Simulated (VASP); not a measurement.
# Cu6Ru (P-3m1) in VASP: a series of runs, part 2 of 2

VASP 6.6.1. Earlier steps stand in the parts before.

### Step 3. Single point, PBE

Contents of INCAR:

```
SYSTEM = Cu6Ru
PREC     = Accurate       ! precision mode
ENCUT    = 520            ! plane-wave cutoff, eV
EDIFF    = 1E-6           ! SCF threshold, eV
ISMEAR   = 0              ! smearing method
SIGMA    = 0.2            ! smearing width, eV
LREAL    = .False.        ! projectors in reciprocal space
LASPH    = .True.         ! aspherical terms in the spheres
NELM     = 100            ! most SCF steps
ALGO     = Fast           ! electronic algorithm
ISIF     = 2              ! what is computed and relaxed
LWAVE    = .False.        ! write WAVECAR
LCHARG   = .False.        ! write CHGCAR
GGA      = PE             ! functional
NBANDS   = 93             ! bands
```

Contents of KPOINTS:

```
Automatic mesh
0
Gamma
  12 12 1
  0 0 0
```

Contents of POSCAR:

```
Cu6Ru
1.0
    2.6220667598      0.0000000000      0.0000000000
   -1.3110333799      2.2707764244      0.0000000000
    0.0000000000      0.0000000000     29.1658048035
Cu Ru
12 2
Direct
    0.6666666667      0.3333333333      0.1119486331
    0.0000000000      0.0000000000      0.1826510173
    0.3333333333      0.6666666667      0.2532636720
    0.6666666667      0.3333333333      0.3237290681
    0.0000000000      0.0000000000      0.3942001602
    0.3333333333      0.6666666667      0.4647941769
    0.6666666667      0.3333333333      0.5352058231
    0.3333333333      0.6666666667      0.6762709319
    0.0000000000      0.0000000000      0.6057998398
    0.3333333333      0.6666666667      0.8880513669
    0.0000000000      0.0000000000      0.8173489827
    0.6666666667      0.3333333333      0.7467363280
    0.3333333333      0.6666666667      0.0360688254
    0.6666666667      0.3333333333      0.9639311746
```

Potentials or basis: VASP PAW PBE potentials, release 64 (Cu, Ru_pv).

Launch:

```sh
$ cat potpaw_PBE.64/Cu/POTCAR potpaw_PBE.64/Ru_pv/POTCAR > POTCAR
$ mpirun -np 1 vasp_std > vasp.out
```

OUTCAR:

```text
SYSTEM = Cu6Ru
   PREC = Accurate
   ENCUT = 520
   EDIFF = 1E-6
   ISMEAR = 0
   LREAL = .False.
   LASPH = .True.
   NELM = 100
   ISIF = 2
   GGA = PE

 ion  position               nearest neighbor table
   1  0.667  0.333  0.112-   2 2.56   2 2.56   2 2.56  13 2.68  13 2.68  13 2.68
   2  0.000  0.000  0.183-   3 2.56   3 2.56   3 2.56   1 2.56   1 2.56   1 2.56
   3  0.333  0.667  0.253-   4 2.55   4 2.55   4 2.55   2 2.56   2 2.56   2 2.56
   4  0.667  0.333  0.324-   3 2.55   3 2.55   3 2.55   5 2.55   5 2.55   5 2.55
   5  0.000  0.000  0.394-   4 2.55   4 2.55   4 2.55   6 2.56   6 2.56   6 2.56
   6  0.333  0.667  0.465-   7 2.55   7 2.55   7 2.55   5 2.56   5 2.56   5 2.56
   7  0.667  0.333  0.535-   6 2.55   6 2.55   6 2.55   9 2.56   9 2.56   9 2.56
   8  0.333  0.667  0.676-  12 2.55  12 2.55  12 2.55   9 2.55   9 2.55   9 2.55
   9  0.000  0.000  0.606-   8 2.55   8 2.55   8 2.55   7 2.56   7 2.56   7 2.56
  10  0.333  0.667  0.888-  11 2.56  11 2.56  11 2.56  14 2.68  14 2.68  14 2.68
  11  0.000  0.000  0.817-  12 2.56  12 2.56  12 2.56  10 2.56  10 2.56  10 2.56
  12  0.667  0.333  0.747-   8 2.55   8 2.55   8 2.55  11 2.56  11 2.56  11 2.56
  13  0.333  0.667  0.036-  14 2.59  14 2.59  14 2.59   1 2.68   1 2.68   1 2.68
  14  0.667  0.333  0.964-  13 2.59  13 2.59  13 2.59  10 2.68  10 2.68  10 2.68

  LATTYP: Found a hexagonal cell.
 ALAT       =     2.6220667598
 C/A-ratio  =    11.1232121358

  Lattice vectors:

 A1 = (   2.6220667598,   0.0000000000,   0.0000000000)
 A2 = (  -1.3110333799,   2.2707764244,   0.0000000000)
 A3 = (   0.0000000000,   0.0000000000,  29.1658048035)

Analysis of symmetry for initial positions (statically):
=====================================================================
 Subroutine PRICEL returns:
 Original cell was already a primitive cell.

 Routine SETGRP: Setting up the symmetry group for a
 hexagonal supercell.

 Subroutine GETGRP returns: Found 12 space group operations
 (whereof 12 operations were pure point group operations)
 out of a pool of 24 trial point group operations.

The static configuration has the point symmetry D_3d.

Analysis of symmetry for dynamics (positions and initial velocities):
=====================================================================
 Subroutine PRICEL returns:
 Original cell was already a primitive cell.

 Routine SETGRP: Setting up the symmetry group for a
 hexagonal supercell.

 Subroutine GETGRP returns: Found 12 space group operations
 (whereof 12 operations were pure point group operations)
 out of a pool of 24 trial point group operations.

The dynamic configuration has the point symmetry D_3d.

 Subroutine INISYM returns: Found 12 space group operations
 (whereof 12 operations are pure point group operations),
 and found     1 'primitive' translations

----------------------------------------------------------------------------------------

                                     Primitive cell

  volume of cell :     173.6569

  direct lattice vectors                    reciprocal lattice vectors
     2.622066760  0.000000000  0.000000000     0.381378543  0.220189004  0.000000000
    -1.311033380  2.270776424  0.000000000     0.000000000  0.440378009  0.000000000
[... 92 lines left out ...]
   NGXF,Y,Z  is equivalent  to a cutoff of  25.36, 25.36, 25.54 a.u.
 SYSTEM =  Cu6Ru
   PREC   = accura    normal or accurate (medium, high low for compatibility)
   ISTART =      0    job   : 0-new  1-cont  2-samecut
   ICHARG =      2    charge: 1-file 2-atom 10-const
   ISPIN  =      1    spin polarized calculation?
   LNONCOLLINEAR =      F non collinear calculations
   LSORBIT =      F    spin-orbit coupling
   LASPH  =      T    aspherical Exc in radial PAW
   ENCUT  =  520.0 eV  38.22 Ry    6.18 a.u.   4.88  4.88 54.23*2*pi/ulx,y,z
   NELM   =    100;   NELMIN=  2; NELMDL= -5     # of ELM steps
   EDIFF  = 0.1E-05   stopping-criterion for ELM
   LREAL  =      F    real-space projection
   EDIFFG = 0.1E-04   stopping-criterion for IOM
   NSW    =      0    number of steps for IOM
   IBRION =     -1    ionic relax: 0-MD 1-quasi-New 2-CG
   NFREE  =      0    steps in history (QN), initial steepest desc. (CG)
   ISIF   =      2    stress and relaxation
   ISYM   =      2    0-nonsym 1-usesym 2-fastsym
   POTIM  = 0.5000    time-step for ionic-motion
   TEBEG  =    0.0;   TEEND  =   0.0 temperature during run
   PSTRESS=    0.0 pullay stress
   NELECT =     160.0000    total number of electrons
   NUPDOWN=      -1.0000    fix difference up-down
   EMIN   =  10.00;   EMAX   =-10.00  energy-range for DOS
   EFERMI =   0.00;   METHOD = LEGACY
   ISMEAR =     0;   SIGMA  =   0.20  broadening in eV -4-tet -1-fermi 0-gaus
   EFERMI_NEDOS =   21; number of points for ismear=-14 and -15
   IALGO  =     68    algorithm
   IMIX   =      4    mixing-type and parameters
     AMIX     =   0.40;   BMIX     =  1.00
     AMIX_MAG =   1.60;   BMIX_MAG =  1.00
  volume/ion in A,a.u.               =      12.40        83.71
  Fermi-wavevector in a.u.,A,eV,Ry     =   1.593006  3.010345 34.527079  2.537669
  Thomas-Fermi vector in A             =   2.691303
   LORBIT       =      0    0 simple, 1 ext, 2 COOP (PROOUT), +10 PAW based schemes
   GGA     = PE    functional components
   LHFCALC =     F    Hartree Fock is set to
   AEXX    =    0.0000 exact exchange contribution
   IVDW    =     0    specifies the selected vdW correction
   LEPSILON=     F    determine dielectric tensor
   LRPA    =     F    only Hartree local field effects (RPA)
 non-spin polarized calculation
 RMM-DIIS sequential band-by-band and
 Gauss-broadening in eV      SIGMA  =   0.20
  energy-cutoff  :      520.00
  volume of cell :      173.66
 maximum number of plane-waves:      4773
 NGX is ok and might be reduce to    20
   NGX =  9   NGY =  9   NGZ =109

 number of electron     159.9999988 magnetization

 Free energy of the ion-electron system (eV)
  ---------------------------------------------------
  ext. energy  EPLUGINS =         0.00000000
  ---------------------------------------------------
  free energy    TOTEN  =       -62.59381877 eV

  energy without entropy =      -62.47385977  energy(sigma->0) =      -62.53383927

 E-fermi :   8.0578     XC(G=0): -12.7763

 val. band max:        8.0374379487   @ k =   0.1667   0.0833   0.0000
 cond. band min:       8.0582032236   @ k =   0.4167   0.0833   0.0000
 fundamental gap:      0.0207652750
 Fermi energy:         8.0577737020

 k-point     1 :       0.0000    0.0000    0.0000
  band No.  band energies     occupation
      1     -35.3668      2.00000
      2     -34.6450      2.00000
      3     -34.5257      2.00000
      4     -34.5257      2.00000
      5     -34.4248      2.00000
      6     -34.4248      2.00000
[... 1794 lines left out ...]
     91      12.6373      0.00000
     92      12.8258      0.00000
 [bands above 92 left out]

------------------------ aborting loop because EDIFF is reached ----------------------------------------

  FORCE on cell =-STRESS in cart. coord.  units (eV):
  Direction    XX          YY          ZZ          XY          YZ          ZX
  --------------------------------------------------------------------------------------
  -------------------------------------------------------------------------------------
  Total        0.4806566      0.4806566      0.5535439      0.0000000      0.0000000      0.0000000
  in kB        4.4345891      4.4345891      5.1070556      0.0000000      0.0000000      0.0000000
  external PRESSURE =       4.6587446 kB  Pullay stress =       0.0000000 kB

 VOLUME and BASIS-vectors are now :
 -----------------------------------------------------------------------------
  energy-cutoff  :      520.00
  volume of cell :      173.66
      direct lattice vectors                 reciprocal lattice vectors
     2.622066760  0.000000000  0.000000000     0.381378543  0.220189004  0.000000000
    -1.311033380  2.270776424  0.000000000     0.000000000  0.440378009  0.000000000
     0.000000000  0.000000000 29.165804803     0.000000000  0.000000000  0.034286727

 POSITION                                       TOTAL-FORCE (eV/Angst)
 -----------------------------------------------------------------------------------
      1.31103      0.75693      3.26507         0.000000      0.000000      0.004219
      0.00000      0.00000      5.32716        -0.000000      0.000000      0.002059
     -0.00000      1.51385      7.38664        -0.000000      0.000000     -0.003816
      1.31103      0.75693      9.44182        -0.000000      0.000000      0.001539
      0.00000      0.00000     11.49716         0.000000     -0.000000      0.004164
     -0.00000      1.51385     13.55610         0.000000     -0.000000     -0.008022
      1.31103      0.75693     15.60971        -0.000000      0.000000      0.008022
     -0.00000      1.51385     19.72399         0.000000     -0.000000     -0.001539
      0.00000      0.00000     17.66864         0.000000      0.000000     -0.004164
     -0.00000      1.51385     25.90073        -0.000000     -0.000000     -0.004219
      0.00000      0.00000     23.83864         0.000000      0.000000     -0.002059
      1.31103      0.75693     21.77917        -0.000000      0.000000      0.003816
     -0.00000      1.51385      1.05198         0.000000     -0.000000     -0.022040
      1.31103      0.75693     28.11383         0.000000     -0.000000      0.022040
 -----------------------------------------------------------------------------------
    total drift:                                0.000000     -0.000000      0.000000

  FREE ENERGIE OF THE ION-ELECTRON SYSTEM (eV)
  ---------------------------------------------------
  free  energy   TOTEN  =       -62.5938187698 eV

  energy  without entropy=      -62.4738597743  energy(sigma->0) =      -62.53383927
```

Run time: 7.5 min. Hardware: 1 thread of Intel Xeon 6975P-C (Granite Rapids), shared host; peak memory 0.43 GiB.

What came out:

```
Free energy            : -62.5938 eV
Pressure               : 0.5 GPa
Largest force          : 0.022 eV/Å
Band gap on the k mesh : zero (band 80 reaches 11.10 eV, above the bottom of band 81 at 6.42 eV)
```

Forces in eV/Å, atoms in the order of the input:
```
Cu   0.000  0.000  0.004
Cu   0.000  0.000  0.002
Cu   0.000  0.000 -0.004
Cu   0.000  0.000  0.002
Cu   0.000  0.000  0.004
Cu   0.000  0.000 -0.008
Cu   0.000  0.000  0.008
Cu   0.000  0.000 -0.002
Cu   0.000  0.000 -0.004
Cu   0.000  0.000 -0.004
Cu   0.000  0.000 -0.002
Cu   0.000  0.000  0.004
Ru   0.000  0.000 -0.022
Ru   0.000  0.000  0.022
```
